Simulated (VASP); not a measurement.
# BN (an interface model) in VASP: a series of runs

Runs on BN (an interface model). Level: PBE. Tasks: single point.

All numbers are computed with VASP 6.6.1; they aren't measurements. Logs are shortened: lines on timing, memory, paths and dates and some standing lists are left out, and cuts for length are marked.

## 1. The cell of the first run

The cell holds layers of an interface, 22 atoms: a = 2.563 Å, b = 2.563 Å, c = 23.859 Å, α = 90.00°, β = 90.00°, γ = 120.00°.

## 2. Single point, PBE

Contents of INCAR:

```
PREC = Accurate
ENCUT = 520
EDIFF = 1E-7
ISMEAR = 0
SIGMA = 0.05
LREAL = Auto
LASPH = True
NELM = 80
ALGO = Normal
ISIF = 2
LWAVE = False
LCHARG = False
GGA = PE
NBANDS = 61
```

Contents of KPOINTS:

```
Automatic mesh
0
Gamma
  12 12 1
```

Contents of POSCAR:

```
BN
1.0
    2.5630478475      0.0000000000      0.0000000000
   -1.2815239237      2.2196645470      0.0000000000
    0.0000000000      0.0000000000     23.8594093810
B N
11 11
Direct
    0.3333333333      0.6666666667      0.0000000000
    0.6666666667      0.3333333333      0.0863177200
    0.0000000000      1.0000000000      0.1739854490
    0.3333333333      0.6666666667      0.2615717220
    0.6666666667      0.3333333333      0.3491779732
    0.0000000000      1.0000000000      0.4379743228
    0.6666666667      0.3333333333      0.9136822800
    0.0000000000      1.0000000000      0.8260145510
    0.3333333333      0.6666666667      0.7384282780
    0.6666666667      0.3333333333      0.6508220268
    0.0000000000      1.0000000000      0.5620256772
    0.3333333333      0.6666666667      0.0638513208
    0.6666666667      0.3333333333      0.1515123431
    0.0000000000      0.0000000000      0.2391154676
    0.3333333333      0.6666666667      0.3266972849
    0.6666666667      0.3333333333      0.4142622891
    0.0000000000      0.0000000000      0.5000000000
    0.3333333333      0.6666666667      0.9361486792
    0.6666666667      0.3333333333      0.8484876569
    0.0000000000      0.0000000000      0.7608845324
    0.3333333333      0.6666666667      0.6733027151
    0.6666666667      0.3333333333      0.5857377109
```

Potentials or basis: VASP PAW PBE potentials, release 64 (B, N).

On the command line:

```bash
cat potpaw_PBE.64/B/POTCAR potpaw_PBE.64/N/POTCAR > POTCAR
mpirun -np 1 vasp_std > vasp.out
```

OUTCAR:

```text
PREC = Accurate
   ENCUT = 520
   EDIFF = 1E-7
   ISMEAR = 0
   LREAL = Auto
   LASPH = True
   NELM = 80
   ISIF = 2
   GGA = PE

 ion  position               nearest neighbor table
   1  0.333  0.667  0.000-  12 1.52  18 1.52
   2  0.667  0.333  0.086-  13 1.56  12 1.57  12 1.57  12 1.57
   3  0.000  0.000  0.174-  14 1.55  13 1.57  13 1.57  13 1.57
   4  0.333  0.667  0.262-  15 1.55  14 1.57  14 1.57  14 1.57
   5  0.667  0.333  0.349-  16 1.55  15 1.57  15 1.57  15 1.57
   6  0.000  0.000  0.438-  17 1.48  16 1.58  16 1.58  16 1.58
   7  0.667  0.333  0.914-  19 1.56  18 1.57  18 1.57  18 1.57
   8  0.000  0.000  0.826-  20 1.55  19 1.57  19 1.57  19 1.57
   9  0.333  0.667  0.738-  21 1.55  20 1.57  20 1.57  20 1.57
  10  0.667  0.333  0.651-  22 1.55  21 1.57  21 1.57  21 1.57
  11  0.000  0.000  0.562-  17 1.48  22 1.58  22 1.58  22 1.58
  12  0.333  0.667  0.064-   1 1.52   2 1.57   2 1.57   2 1.57
  13  0.667  0.333  0.152-   2 1.56   3 1.57   3 1.57   3 1.57
  14  0.000  0.000  0.239-   3 1.55   4 1.57   4 1.57   4 1.57
  15  0.333  0.667  0.327-   4 1.55   5 1.57   5 1.57   5 1.57
  16  0.667  0.333  0.414-   5 1.55   6 1.58   6 1.58   6 1.58
  17  0.000  0.000  0.500-   6 1.48  11 1.48
  18  0.333  0.667  0.936-   1 1.52   7 1.57   7 1.57   7 1.57
  19  0.667  0.333  0.848-   7 1.56   8 1.57   8 1.57   8 1.57
  20  0.000  0.000  0.761-   8 1.55   9 1.57   9 1.57   9 1.57
  21  0.333  0.667  0.673-   9 1.55  10 1.57  10 1.57  10 1.57
  22  0.667  0.333  0.586-  10 1.55  11 1.58  11 1.58  11 1.58

  LATTYP: Found a hexagonal cell.
 ALAT       =     2.5630478475
 C/A-ratio  =     9.3089988173

  Lattice vectors:

 A1 = (   2.5630478475,   0.0000000000,   0.0000000000)
 A2 = (  -1.2815239237,   2.2196645470,   0.0000000000)
 A3 = (   0.0000000000,   0.0000000000,  23.8594093810)

Analysis of symmetry for initial positions (statically):
=====================================================================
 Subroutine PRICEL returns:
 Original cell was already a primitive cell.

 Routine SETGRP: Setting up the symmetry group for a
 hexagonal supercell.

 Subroutine GETGRP returns: Found 12 space group operations
 (whereof 12 operations were pure point group operations)
 out of a pool of 24 trial point group operations.

The static configuration has the point symmetry D_3h.

Analysis of symmetry for dynamics (positions and initial velocities):
=====================================================================
 Subroutine PRICEL returns:
 Original cell was already a primitive cell.

 Routine SETGRP: Setting up the symmetry group for a
 hexagonal supercell.

 Subroutine GETGRP returns: Found 12 space group operations
 (whereof 12 operations were pure point group operations)
 out of a pool of 24 trial point group operations.

The dynamic configuration has the point symmetry D_3h.

 Subroutine INISYM returns: Found 12 space group operations
 (whereof 12 operations are pure point group operations),
 and found     1 'primitive' translations

----------------------------------------------------------------------------------------

                                     Primitive cell

  volume of cell :     135.7387

  direct lattice vectors                    reciprocal lattice vectors
     2.563047848  0.000000000  0.000000000     0.390160488  0.225259263  0.000000000
    -1.281523924  2.219664547  0.000000000     0.000000000  0.450518526  0.000000000
     0.000000000  0.000000000 23.859409381     0.000000000  0.000000000  0.041912186

  length of vectors
     2.563047848  2.563047847 23.859409381     0.450518526  0.450518526  0.041912186

  position of ions in fractional coordinates (direct lattice)
     0.333333333  0.666666667  0.000000000
     0.666666667  0.333333333  0.086317720
     0.000000000  0.000000000  0.173985449
     0.333333333  0.666666667  0.261571722
     0.666666667  0.333333333  0.349177973
     0.000000000  0.000000000  0.437974323
[... 14 lines left out ...]
     0.333333333  0.666666667  0.673302715
     0.666666667  0.333333333  0.585737711

  ion indices of the primitive-cell ions
   primitive index   ion index
                 1           1
                 2           2
                 3           3
                 4           4
                 5           5
                 6           6
[... 14 lines left out ...]
                21          21
                22          22

----------------------------------------------------------------------------------------

 KPOINTS: Automatic mesh

Automatic generation of k-mesh.
 Grid dimensions read from file:
 generate k-points for:   12   12    1

 Generating k-lattice:

  Cartesian coordinates                     Fractional coordinates (reciprocal lattice)
     0.032513374  0.018771605  0.000000000     0.083333333 -0.000000000  0.000000000
     0.000000000  0.037543211  0.000000000     0.000000000  0.083333333  0.000000000
     0.000000000  0.000000000  0.041912186     0.000000000  0.000000000  1.000000000

  Length of vectors
     0.037543211  0.037543211  0.041912186

  Shift w.r.t. Gamma in fractional coordinates (k-lattice)
     0.000000000  0.000000000  0.000000000

 Subroutine IBZKPT returns following result:
 ===========================================

 Found     19 irreducible k-points:

 Following reciprocal coordinates:
            Coordinates               Weight
  0.000000  0.000000  0.000000      1.000000
  0.083333 -0.000000  0.000000      6.000000
  0.166667  0.000000  0.000000      6.000000
  0.250000 -0.000000  0.000000      6.000000
  0.333333  0.000000  0.000000      6.000000
  0.416667  0.000000  0.000000      6.000000
[... 11 lines left out ...]
  0.333333  0.250000  0.000000     12.000000
  0.333333  0.333333  0.000000      2.000000
   k-points           NKPTS =     19   k-points in BZ     NKDIM =     19   number of bands    NBANDS=     61
   number of dos      NEDOS =    301   number of ions     NIONS =     22
   total plane-waves  NPLWV =  72000
   dimension x,y,z NGX =    20 NGY =   20 NGZ =  180
   dimension x,y,z NGXF=    40 NGYF=   40 NGZF=  360
   ions per type =              11  11
   NGX,Y,Z   is equivalent  to a cutoff of  12.97, 12.97, 12.54 a.u.
   NGXF,Y,Z  is equivalent  to a cutoff of  25.95, 25.95, 25.08 a.u.
 SYSTEM =  unknown system
   PREC   = accura    normal or accurate (medium, high low for compatibility)
   ISTART =      0    job   : 0-new  1-cont  2-samecut
   ICHARG =      2    charge: 1-file 2-atom 10-const
   ISPIN  =      1    spin polarized calculation?
   LNONCOLLINEAR =      F non collinear calculations
   LSORBIT =      F    spin-orbit coupling
   LASPH  =      T    aspherical Exc in radial PAW
   ENCUT  =  520.0 eV  38.22 Ry    6.18 a.u.   4.77  4.77 44.36*2*pi/ulx,y,z
   NELM   =     80;   NELMIN=  2; NELMDL= -5     # of ELM steps
   EDIFF  = 0.1E-06   stopping-criterion for ELM
   LREAL  =      T    real-space projection
   EDIFFG = 0.1E-05   stopping-criterion for IOM
   NSW    =      0    number of steps for IOM
   IBRION =     -1    ionic relax: 0-MD 1-quasi-New 2-CG
   NFREE  =      0    steps in history (QN), initial steepest desc. (CG)
   ISIF   =      2    stress and relaxation
   ISYM   =      2    0-nonsym 1-usesym 2-fastsym
   POTIM  = 0.5000    time-step for ionic-motion
   TEBEG  =    0.0;   TEEND  =   0.0 temperature during run
   PSTRESS=    0.0 pullay stress
   NELECT =      88.0000    total number of electrons
   NUPDOWN=      -1.0000    fix difference up-down
   EMIN   =  10.00;   EMAX   =-10.00  energy-range for DOS
   EFERMI =   0.00;   METHOD = LEGACY
   ISMEAR =     0;   SIGMA  =   0.05  broadening in eV -4-tet -1-fermi 0-gaus
   EFERMI_NEDOS =   21; number of points for ismear=-14 and -15
   IALGO  =     38    algorithm
   IMIX   =      4    mixing-type and parameters
     AMIX     =   0.40;   BMIX     =  1.00
     AMIX_MAG =   1.60;   BMIX_MAG =  1.00
  volume/ion in A,a.u.               =       6.17        41.64
  Fermi-wavevector in a.u.,A,eV,Ry     =   1.416885  2.677524 27.314538  2.007562
  Thomas-Fermi vector in A             =   2.538172
   LORBIT       =      0    0 simple, 1 ext, 2 COOP (PROOUT), +10 PAW based schemes
   GGA     = PE    functional components
   LHFCALC =     F    Hartree Fock is set to
   AEXX    =    0.0000 exact exchange contribution
   IVDW    =     0    specifies the selected vdW correction
   LEPSILON=     F    determine dielectric tensor
   LRPA    =     F    only Hartree local field effects (RPA)
 non-spin polarized calculation
 Gauss-broadening in eV      SIGMA  =   0.05
  energy-cutoff  :      520.00
  volume of cell :      135.74
 maximum number of plane-waves:      3689
 NGX is ok and might be reduce to    20
   NGX =  9   NGY =  9   NGZ = 89

 number of electron      87.9999998 magnetization

 Free energy of the ion-electron system (eV)
  ---------------------------------------------------
  ext. energy  EPLUGINS =         0.00000000
  ---------------------------------------------------
  free energy    TOTEN  =      -185.72598718 eV

  energy without entropy =     -185.72280920  energy(sigma->0) =     -185.72439819

 E-fermi :   8.3007     XC(G=0): -12.6237

 val. band max:        8.0904182571   @ k =   0.1667   0.0000   0.0000
 cond. band min:       8.3123382238   @ k =   0.4167   0.0833   0.0000
 fundamental gap:      0.2219199667
 Fermi energy:         8.3007448932

 k-point     1 :       0.0000    0.0000    0.0000
  band No.  band energies     occupation
      1     -13.5204      2.00000
      2     -13.4443      2.00000
      3     -12.7588      2.00000
      4     -12.6540      2.00000
      5     -12.0244      2.00000
      6     -11.7896      2.00000
[... 48 lines left out ...]
     55      16.0804      0.00000
     56      16.2535      0.00000

 k-point     2 :       0.0833   -0.0000    0.0000
  band No.  band energies     occupation
      1     -13.3727      2.00000
      2     -13.2971      2.00000
      3     -12.6127      2.00000
      4     -12.5093      2.00000
      5     -11.8817      2.00000
      6     -11.6502      2.00000
[... 48 lines left out ...]
     55      16.2826      0.00000
     56      16.4086      0.00000

 k-point     3 :       0.1667    0.0000    0.0000
  band No.  band energies     occupation
      1     -12.9351      2.00000
      2     -12.8611      2.00000
      3     -12.1806      2.00000
      4     -12.0812      2.00000
      5     -11.4604      2.00000
      6     -11.2396      2.00000
[... 877 lines left out ...]
 k-point    18 :       0.3333    0.2500    0.0000
  band No.  band energies     occupation
      1      -9.2117      2.00000
      2      -9.1450      2.00000
      3      -8.7126      2.00000
      4      -8.6812      2.00000
      5      -8.3133      2.00000
      6      -8.3033      2.00000
[... 48 lines left out ...]
     55      16.3358      0.00000
     56      16.5720      0.00000

 k-point    19 :       0.3333    0.3333    0.0000
  band No.  band energies     occupation
      1      -8.8642      2.00000
      2      -8.7806      2.00000
      3      -8.4995      2.00000
      4      -8.4988      2.00000
      5      -8.1428      2.00000
      6      -8.1428      2.00000
[... 48 lines left out ...]
     55      16.3909      0.00000
     56      16.4824      0.00000
 [bands above 56 left out]

------------------------ aborting loop because EDIFF is reached ----------------------------------------

  FORCE on cell =-STRESS in cart. coord.  units (eV):
  Direction    XX          YY          ZZ          XY          YZ          ZX
  --------------------------------------------------------------------------------------
  -------------------------------------------------------------------------------------
  Total       -2.2245859     -2.2245859      0.1736665     -0.0000000     -0.0000000      0.0000000
  in kB      -26.2576593    -26.2576593      2.0498536     -0.0000000     -0.0000000      0.0000000
  external PRESSURE =     -16.8218217 kB  Pullay stress =       0.0000000 kB

 VOLUME and BASIS-vectors are now :
 -----------------------------------------------------------------------------
  energy-cutoff  :      520.00
  volume of cell :      135.74
      direct lattice vectors                 reciprocal lattice vectors
     2.563047848  0.000000000  0.000000000     0.390160488  0.225259263  0.000000000
    -1.281523924  2.219664547  0.000000000     0.000000000  0.450518526  0.000000000
     0.000000000  0.000000000 23.859409381     0.000000000  0.000000000  0.041912186

 POSITION                                       TOTAL-FORCE (eV/Angst)
 -----------------------------------------------------------------------------------
     -0.00000      1.47978      0.00000        -0.000000      0.000000      0.000000
      1.28152      0.73989      2.05949        -0.000000      0.000000     -0.003097
      0.00000      0.00000      4.15119        -0.000000      0.000000      0.002691
     -0.00000      1.47978      6.24095         0.000000      0.000000     -0.001292
      1.28152      0.73989      8.33118         0.000000      0.000000     -0.001854
      0.00000      0.00000     10.44981        -0.000000      0.000000     -0.004522
[... 14 lines left out ...]
     -0.00000      1.47978     16.06461        -0.000000      0.000000     -0.000006
      1.28152      0.73989     13.97536        -0.000000     -0.000000     -0.001291
 -----------------------------------------------------------------------------------
    total drift:                               -0.000001      0.000000      0.000000

  FREE ENERGIE OF THE ION-ELECTRON SYSTEM (eV)
  ---------------------------------------------------
  free  energy   TOTEN  =      -185.7259871784 eV

  energy  without entropy=     -185.7228091981  energy(sigma->0) =     -185.72439819
```

It took 12 min on 1 thread of Intel Xeon Platinum 8259CL at 2.50GHz (Skylake/Cascade Lake), shared host; peak memory 0.3 GiB.

What came out:

```yaml
Free_energy: -185.7260 eV
Pressure: -1.7 GPa
Largest_force: 0.005 eV/Å
Band_gap_on_the_k_mesh: zero (bands 44 and 45 overlap by 2.09 eV)
```

Forces on the atoms (eV/Å):
```
B    0.000  0.000  0.000
B    0.000  0.000 -0.003
B    0.000  0.000  0.003
B    0.000  0.000 -0.001
B    0.000  0.000 -0.002
B    0.000  0.000 -0.005
B    0.000  0.000  0.003
B    0.000  0.000 -0.003
B    0.000  0.000  0.001
B    0.000  0.000  0.002
B    0.000  0.000  0.005
N    0.000  0.000 -0.005
N    0.000  0.000  0.003
N    0.000  0.000  0.000
N    0.000  0.000  0.000
N    0.000  0.000  0.001
N    0.000  0.000  0.000
N    0.000  0.000  0.005
N    0.000  0.000 -0.003
N    0.000  0.000  0.000
N    0.000  0.000  0.000
N    0.000  0.000 -0.001
```

Stress tensor (GPa, compression positive):
```
-2.63  0.00  0.00
 0.00 -2.63  0.00
 0.00  0.00  0.20
```

## 3. Single point, PBE

This run uses another cell than the first one, of 6.49 Å³/atom.

Contents of INCAR:

```
SYSTEM = BN
ALGO = Normal
EDIFF = 1E-6
ENCUT = 520
GGA = PE
ISIF = 2
ISMEAR = 0
LASPH = .True.
LCHARG = .True.
LELF = .True.
LREAL = Auto
LVHAR = .True.
LWAVE = .False.
NBANDS = 61
NELM = 60
PREC = Accurate
SIGMA = 0.05
```

Contents of KPOINTS:

```
k-points
0
Gamma
  12 12 1
  0 0 0
```

Contents of POSCAR:

```
BN
1.0
    2.5630478475      0.0000000000      0.0000000000
   -1.2815239237      2.2196645470      0.0000000000
    0.0000000000      0.0000000000     25.1126376504
B N
11 11
Direct
    0.3333333333      0.6666666667      0.0000000000
    0.6666666667      0.3333333333      0.0937916667
    0.0000000000      1.0000000000      0.1771250000
    0.3333333333      0.6666666667      0.2604583333
    0.6666666667      0.3333333333      0.3437916667
    0.0000000000      1.0000000000      0.4271250000
    0.6666666667      0.3333333333      0.9062083333
    0.0000000000      1.0000000000      0.8228750000
    0.3333333333      0.6666666667      0.7395416667
    0.6666666667      0.3333333333      0.6562083333
    0.0000000000      1.0000000000      0.5728750000
    0.3333333333      0.6666666667      0.0729583333
    0.6666666667      0.3333333333      0.1562916667
    0.0000000000      0.0000000000      0.2396250000
    0.3333333333      0.6666666667      0.3229583333
    0.6666666667      0.3333333333      0.4062916667
    0.0000000000      0.0000000000      0.5000000000
    0.3333333333      0.6666666667      0.9270416667
    0.6666666667      0.3333333333      0.8437083333
    0.0000000000      0.0000000000      0.7603750000
    0.3333333333      0.6666666667      0.6770416667
    0.6666666667      0.3333333333      0.5937083333
```

Potentials or basis: VASP PAW PBE potentials, release 64 (B, N).

On the command line:

```bash
cat potpaw_PBE.64/B/POTCAR potpaw_PBE.64/N/POTCAR > POTCAR
mpirun -np 1 vasp_std > vasp.out
```

Run time: 9.3 min. Hardware: 1 thread of Intel Xeon Platinum 8259CL at 2.50GHz (Skylake/Cascade Lake), shared host; peak memory 0.3 GiB.

Results (log left out):

```
Free energy            : -183.1794 eV
Pressure               : -13.0 GPa
Largest force          : 2.120 eV/Å
Band gap on the k mesh : zero (bands 44 and 45 overlap by 2.29 eV)
```

Forces in eV/Å, atoms in the order of the input:
```
B    0.000  0.000  0.000
B    0.000  0.000 -1.796
B    0.000  0.000 -0.340
B    0.000  0.000 -0.268
B    0.000  0.000 -0.344
B    0.000  0.000  2.120
B    0.000  0.000  1.796
B    0.000  0.000  0.340
B    0.000  0.000  0.268
B    0.000  0.000  0.344
B    0.000  0.000 -2.120
N    0.000  0.000 -0.973
N    0.000  0.000  0.435
N    0.000  0.000  0.273
N    0.000  0.000  0.266
N    0.000  0.000  1.398
N    0.000  0.000  0.000
N    0.000  0.000  0.973
N    0.000  0.000 -0.435
N    0.000  0.000 -0.273
N    0.000  0.000 -0.266
N    0.000  0.000 -1.398
```

Stress tensor (GPa, compression positive):
```
 -6.81   0.00   0.00
  0.00  -6.81   0.00
  0.00   0.00 -25.28
```

Levels at points of the mesh, in eV from the Fermi level:
```tsv
k point	band 40	band 41	band 42	band 43	band 44	band 45	band 46	band 47	band 48	band 49
(0.00, 0.00, 0.00)	-1.44	-1.39	-1.39	0.48	1.51	1.51	4.21	6.86	6.95	6.95
(0.50, 0.00, 0.00)	-3.86	-3.66	-3.66	-3.62	-1.72	0.42	2.57	2.91	2.92	3.96
```

The gap in the log of VASP goes by the Fermi energy; the results here count the filled bands.